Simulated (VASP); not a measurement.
# HCl (Fmmm) in VASP: notebook

The runs below take HCl through single point, with PBEsol.

Everything below comes from runs of VASP 6.6.1. Logs are shortened: lines on timing, memory, paths and dates and some standing lists are left out, and cuts for length are marked.

### 1 The cell of the first run

The structure is orthorhombic, space group Fmmm (No. 69). The conventional cell has a = 5.124 Å, b = 5.310 Å, c = 5.648 Å, α = 90.00°, β = 90.00°, γ = 90.00°. Within 3.4 Å of H (site symmetry mmm) lie 6 Cl at 2.56 to 2.82 Å. Within 3.4 Å of Cl (site symmetry mmm) lie 6 H at 2.56 to 2.82 Å.

### 2 Single point, PBEsol

INCAR

```
  PREC = Accurate
  ENCUT = 520
  EDIFF = 1E-6
  ISMEAR = 0
  SIGMA = 0.15
  LREAL = False
  LASPH = True
  NELM = 60
  ALGO = Fast
  ISIF = 2
  LWAVE = False
  LCHARG = False
  GGA = PS
  NBANDS = 11
```

KPOINTS

```
Automatic mesh
0
Gamma
  18 18 18
```

POSCAR

```
HCl
1.0
    0.0000000000      2.8239097385      2.5618403581
    2.6550029878      0.0000000000      2.5618403581
    2.6550029878      2.8239097385      0.0000000000
H Cl
1 1
Direct
    0.0000000000      0.0000000000      0.0000000000
    0.5000000000      0.5000000000      0.5000000000
```

Potentials or basis: VASP PAW PBE potentials, release 64 (H, Cl).

Launch:

```console
cat potpaw_PBE.64/H/POTCAR potpaw_PBE.64/Cl/POTCAR > POTCAR
mpirun -np 1 vasp_std > vasp.out
```

OUTCAR:

```text
PREC = Accurate
   ENCUT = 520
   EDIFF = 1E-6
   ISMEAR = 0
   LREAL = False
   LASPH = True
   NELM = 60
   ISIF = 2
   GGA = PS

 ion  position               nearest neighbor table
   1  0.000  0.000  0.000-
   2  0.500  0.500  0.500-

  LATTYP: Found a face centered orthorhombic cell.
 ALAT       =     5.1236807162
 B/A-ratio  =     1.0363655094
 C/A-ratio  =     1.1022973112

  Lattice vectors:

 A1 = (   2.6550029878,   2.8239097385,   0.0000000000)
 A2 = (   0.0000000000,   2.8239097385,   2.5618403581)
 A3 = (   2.6550029878,   0.0000000000,   2.5618403581)

Analysis of symmetry for initial positions (statically):
=====================================================================
 Subroutine PRICEL returns:
 Original cell was already a primitive cell.

 Routine SETGRP: Setting up the symmetry group for a
 face centered orthorhombic supercell.

 Subroutine GETGRP returns: Found  8 space group operations
 (whereof  8 operations were pure point group operations)
 out of a pool of  8 trial point group operations.

The static configuration has the point symmetry D_2h.

Analysis of symmetry for dynamics (positions and initial velocities):
=====================================================================
 Subroutine PRICEL returns:
 Original cell was already a primitive cell.

 Routine SETGRP: Setting up the symmetry group for a
 face centered orthorhombic supercell.

 Subroutine GETGRP returns: Found  8 space group operations
 (whereof  8 operations were pure point group operations)
 out of a pool of  8 trial point group operations.

The dynamic configuration has the point symmetry D_2h.

 Subroutine INISYM returns: Found  8 space group operations
 (whereof  8 operations are pure point group operations),
 and found     1 'primitive' translations

----------------------------------------------------------------------------------------

                                     Primitive cell

  volume of cell :      38.4147

  direct lattice vectors                    reciprocal lattice vectors
     0.000000000  2.823909738  2.561840358    -0.188323705  0.177059484  0.195172193
     2.655002988  0.000000000  2.561840358     0.188323705 -0.177059484  0.195172193
     2.655002988  2.823909738  0.000000000     0.188323705  0.177059484 -0.195172193

  length of vectors
     3.812806346  3.689453467  3.876016909     0.323895143  0.323895143  0.323895143

  position of ions in fractional coordinates (direct lattice)
     0.000000000  0.000000000  0.000000000
     0.500000000  0.500000000  0.500000000

  ion indices of the primitive-cell ions
   primitive index   ion index
                 1           1
                 2           2

----------------------------------------------------------------------------------------

 KPOINTS: Automatic mesh

Automatic generation of k-mesh.
 Grid dimensions read from file:
 generate k-points for:   18   18   18

 Generating k-lattice:

  Cartesian coordinates                     Fractional coordinates (reciprocal lattice)
    -0.010462428  0.009836638  0.010842900     0.055555556  0.000000000  0.000000000
     0.010462428 -0.009836638  0.010842900     0.000000000  0.055555556  0.000000000
     0.010462428  0.009836638 -0.010842900    -0.000000000 -0.000000000  0.055555556

  Length of vectors
     0.017994175  0.017994175  0.017994175

  Shift w.r.t. Gamma in fractional coordinates (k-lattice)
     0.000000000  0.000000000  0.000000000

 Subroutine IBZKPT returns following result:
 ===========================================

 Found    865 irreducible k-points:

 Following reciprocal coordinates:
            Coordinates               Weight
  0.000000  0.000000  0.000000      1.000000
  0.055556  0.000000  0.000000      8.000000
  0.111111  0.000000  0.000000      8.000000
  0.166667  0.000000  0.000000      8.000000
  0.222222  0.000000  0.000000      8.000000
  0.277778  0.000000  0.000000      8.000000
[... 16 lines left out ...]
 -0.277778  0.055556 -0.000000      8.000000
 -0.222222  0.055556  0.000000      8.000000
 [... further k-points ...]
   k-points           NKPTS =    865   k-points in BZ     NKDIM =    865   number of bands    NBANDS=     11
   number of dos      NEDOS =    301   number of ions     NIONS =      2
   total plane-waves  NPLWV =  23520
   dimension x,y,z NGX =    28 NGY =   28 NGZ =   30
   dimension x,y,z NGXF=    56 NGYF=   56 NGZF=   60
   ions per type =               1   1
   NGX,Y,Z   is equivalent  to a cutoff of  12.21, 12.62, 12.87 a.u.
   NGXF,Y,Z  is equivalent  to a cutoff of  24.42, 25.23, 25.73 a.u.
 SYSTEM =  unknown system
   PREC   = accura    normal or accurate (medium, high low for compatibility)
   ISTART =      0    job   : 0-new  1-cont  2-samecut
   ICHARG =      2    charge: 1-file 2-atom 10-const
   ISPIN  =      1    spin polarized calculation?
   LNONCOLLINEAR =      F non collinear calculations
   LSORBIT =      F    spin-orbit coupling
   LASPH  =      T    aspherical Exc in radial PAW
   ENCUT  =  520.0 eV  38.22 Ry    6.18 a.u.   7.09  6.86  7.21*2*pi/ulx,y,z
   NELM   =     60;   NELMIN=  2; NELMDL= -5     # of ELM steps
   EDIFF  = 0.1E-05   stopping-criterion for ELM
   LREAL  =      F    real-space projection
   EDIFFG = 0.1E-04   stopping-criterion for IOM
   NSW    =      0    number of steps for IOM
   IBRION =     -1    ionic relax: 0-MD 1-quasi-New 2-CG
   NFREE  =      0    steps in history (QN), initial steepest desc. (CG)
   ISIF   =      2    stress and relaxation
   ISYM   =      2    0-nonsym 1-usesym 2-fastsym
   POTIM  = 0.5000    time-step for ionic-motion
   TEBEG  =    0.0;   TEEND  =   0.0 temperature during run
   PSTRESS=    0.0 pullay stress
   NELECT =       8.0000    total number of electrons
   NUPDOWN=      -1.0000    fix difference up-down
   EMIN   =  10.00;   EMAX   =-10.00  energy-range for DOS
   EFERMI =   0.00;   METHOD = LEGACY
   ISMEAR =     0;   SIGMA  =   0.15  broadening in eV -4-tet -1-fermi 0-gaus
   EFERMI_NEDOS =   21; number of points for ismear=-14 and -15
   IALGO  =     68    algorithm
   IMIX   =      4    mixing-type and parameters
     AMIX     =   0.40;   BMIX     =  1.00
     AMIX_MAG =   1.60;   BMIX_MAG =  1.00
  volume/ion in A,a.u.               =      19.21       129.62
  Fermi-wavevector in a.u.,A,eV,Ry     =   0.970373  1.833740 12.811579  0.941624
  Thomas-Fermi vector in A             =   2.100503
   LORBIT       =      0    0 simple, 1 ext, 2 COOP (PROOUT), +10 PAW based schemes
   GGA     = PS    functional components
   LHFCALC =     F    Hartree Fock is set to
   AEXX    =    0.0000 exact exchange contribution
   IVDW    =     0    specifies the selected vdW correction
   LEPSILON=     F    determine dielectric tensor
   LRPA    =     F    only Hartree local field effects (RPA)
 non-spin polarized calculation
 RMM-DIIS sequential band-by-band and
 Gauss-broadening in eV      SIGMA  =   0.15
  energy-cutoff  :      520.00
  volume of cell :       38.41
 maximum number of plane-waves:      1054
   NGX = 15   NGY = 13   NGZ = 15

 number of electron       7.9999999 magnetization

 Free energy of the ion-electron system (eV)
  ---------------------------------------------------
  ext. energy  EPLUGINS =         0.00000000
  ---------------------------------------------------
  free energy    TOTEN  =        -3.23569275 eV

  energy without entropy =       -3.23275460  energy(sigma->0) =       -3.23422368

 E-fermi :  -1.7455     XC(G=0):  -8.0646

 val. band max:       -1.7534893960   @ k =   0.5000  -0.4444   0.0556
 cond. band min:      -1.7272008466   @ k =  -0.0556   0.5000   0.4444
 fundamental gap:      0.0262885494
 Fermi energy:        -1.7455309369

 k-point     1 :       0.0000    0.0000    0.0000
  band No.  band energies     occupation
      1     -15.0935      2.00000
      2      -1.9777      1.97137
      3      -1.9244      1.90826
      4      -1.8794      1.79301
      5      -1.8126      1.47265
      6       9.6810      0.00000
      7      10.3900      0.00000
      8      10.8929      0.00000
      9      11.1630      0.00000
     10      12.9656      0.00000
     11      13.9843      0.00000

 k-point     2 :       0.0556    0.0000    0.0000
  band No.  band energies     occupation
      1     -15.0806      2.00000
      2      -2.4374      2.00000
      3      -1.9306      1.91907
      4      -1.8437      1.64508
      5      -1.4127      0.00170
      6       9.5885      0.00000
      7      10.3737      0.00000
      8      10.8306      0.00000
      9      11.1341      0.00000
     10      12.6904      0.00000
     11      13.5925      0.00000

 k-point     3 :       0.1111    0.0000    0.0000
  band No.  band energies     occupation
      1     -15.0428      2.00000
      2      -2.9533      2.00000
      3      -1.9399      1.93307
      4      -1.8733      1.77147
      5      -0.9457      0.00000
      6       9.2193      0.00000
      7      10.3242      0.00000
      8      10.7435      0.00000
      9      11.1894      0.00000
     10      12.2988      0.00000
     11      12.9930      0.00000

 k-point     4 :       0.1667    0.0000    0.0000
  band No.  band energies     occupation
      1     -14.9839      2.00000
      2      -3.4555      2.00000
      3      -1.9540      1.95068
      4      -1.9180      1.89616
      5      -0.5187      0.00000
      6       8.6032      0.00000
      7      10.3042      0.00000
      8      10.6780      0.00000
      9      11.2015      0.00000
     10      12.2104      0.00000
     11      12.6042      0.00000
[... 239 lines left out ...]
 k-point    22 :      -0.3333    0.0556   -0.0000
  band No.  band energies     occupation
      1     -14.7235      2.00000
      2      -4.7243      2.00000
      3      -2.1352      1.99976
      4      -2.0488      1.99575
      5       0.4034      0.00000
      6       6.7150      0.00000
      7       9.4087      0.00000
      8      10.1078      0.00000
      9      12.0353      0.00000
     10      13.5772      0.00000
     11      14.3506      0.00000

 k-point    23 :      -0.2778    0.0556   -0.0000
  band No.  band energies     occupation
      1     -14.7995      2.00000
      2      -4.3929      2.00000
      3      -2.1159      1.99952
      4      -2.0089      1.98697
      5       0.1759      0.00000
      6       7.1664      0.00000
      7       9.6784      0.00000
      8      10.2300      0.00000
      9      11.8020      0.00000
     10      12.8295      0.00000
     11      13.7746      0.00000

 k-point    24 :      -0.2222    0.0556    0.0000
  band No.  band energies     occupation
      1     -14.8804      2.00000
      2      -3.9932      2.00000
      3      -2.0974      1.99909
      4      -1.9602      1.95698
      5      -0.1036      0.00000
      6       7.7200      0.00000
      7       9.9375      0.00000
      8      10.3302      0.00000
      9      11.7337      0.00000
     10      12.2132      0.00000
     11      13.3801      0.00000

 [... further k-points ...]

------------------------ aborting loop because EDIFF is reached ----------------------------------------

  FORCE on cell =-STRESS in cart. coord.  units (eV):
  Direction    XX          YY          ZZ          XY          YZ          ZX
  --------------------------------------------------------------------------------------
  -------------------------------------------------------------------------------------
  Total       -2.6596929     -1.6671823     -3.4774056      0.0000000      0.0000000      0.0000000
  in kB     -110.9287695    -69.5337724   -145.0334062      0.0000000      0.0000000      0.0000000
  external PRESSURE =    -108.4986493 kB  Pullay stress =       0.0000000 kB

 VOLUME and BASIS-vectors are now :
 -----------------------------------------------------------------------------
  energy-cutoff  :      520.00
  volume of cell :       38.41
      direct lattice vectors                 reciprocal lattice vectors
     0.000000000  2.823909738  2.561840358    -0.188323705  0.177059484  0.195172193
     2.655002988  0.000000000  2.561840358     0.188323705 -0.177059484  0.195172193
     2.655002988  2.823909738  0.000000000     0.188323705  0.177059484 -0.195172193

 POSITION                                       TOTAL-FORCE (eV/Angst)
 -----------------------------------------------------------------------------------
      0.00000      0.00000      0.00000         0.000000      0.000000     -0.000000
      2.65500      2.82391      2.56184         0.000000     -0.000000      0.000000
 -----------------------------------------------------------------------------------
    total drift:                                0.000000      0.000000      0.000000

  FREE ENERGIE OF THE ION-ELECTRON SYSTEM (eV)
  ---------------------------------------------------
  free  energy   TOTEN  =        -3.2356927532 eV

  energy  without entropy=       -3.2327545986  energy(sigma->0) =       -3.23422368
```

Run time: 15 min. Hardware: 1 thread of Oxide Virtual Turin-like, shared host; peak memory 0.39 GiB.

What came out:

| Quantity | Value |
| --- | --- |
| Free energy | -3.2357 eV |
| Pressure | -10.8 GPa |
| Band gap on the k mesh | zero (bands 4 and 5 overlap by 0.23 eV) |

Caveat: the stress differs along the axes, from -15 to -7 GPa; the nearest neighbours stand farther apart than a usual bond; semilocal functionals underestimate gaps, and a narrow one can read as zero; the PAW data sets were made with another functional, which shifts forces and pressure a little.

(Part 1 of 2 ends here.)

The gap in the log of VASP goes by the Fermi energy; the results here count the filled bands.